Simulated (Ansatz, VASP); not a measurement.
TiN in VASP and in Ansatz

```
Ti N
1.0
     3.00289    0.00000    0.00000
     0.00000    4.24673    0.00000
     0.00000    0.00000   27.01157
Ti N
9 9
Direct
  0.50000 0.50000 0.28437
  0.00000 0.00000 0.32961
  0.50000 0.50000 0.38833
  0.00000 0.00000 0.44560
  0.50000 0.50000 0.50000
  0.00000 0.00000 0.55440
  0.50000 0.50000 0.61167
  0.00000 0.00000 0.67039
  0.50000 0.50000 0.71563
  0.50000 0.00000 0.27890
  0.00000 0.50000 0.33251
  0.50000 0.00000 0.38927
  0.00000 0.50000 0.44440
  0.50000 0.00000 0.50000
  0.00000 0.50000 0.55560
  0.50000 0.00000 0.61073
  0.00000 0.50000 0.66749
  0.50000 0.00000 0.72110
```

Alike in both runs: functional PBE; k mesh 12 × 8 × 1; occupations gaussian, width 0.1 eV; no spin polarisation.

Ansatz relaxed the structure, and its values are those at the end. VASP's run is a single point on that final structure, the one shown.

|  | VASP | Ansatz |
| --- | --- | --- |
| version | VASP 6.6.1 | Ansatz 0.2.0 |
| potentials or method | VASP PAW PBE potentials, release 64 (Ti_sv, N), cutoff 520 eV | scalar-relativistic, plane waves, PAW |
| valence electrons in the cell | 153 | 153 |

|  | VASP | Ansatz | Ansatz less VASP |
| --- | --- | --- | --- |
| gap on the k mesh at the Fermi level (eV) | none | none | - |
| rms of the force components (eV/Å) | 0.010 | 0.005 | -0.0046 |

A gap of «none» marks a metal or a gap that the smearing closes. Ansatz's warnings: xc potential rough in thin density.
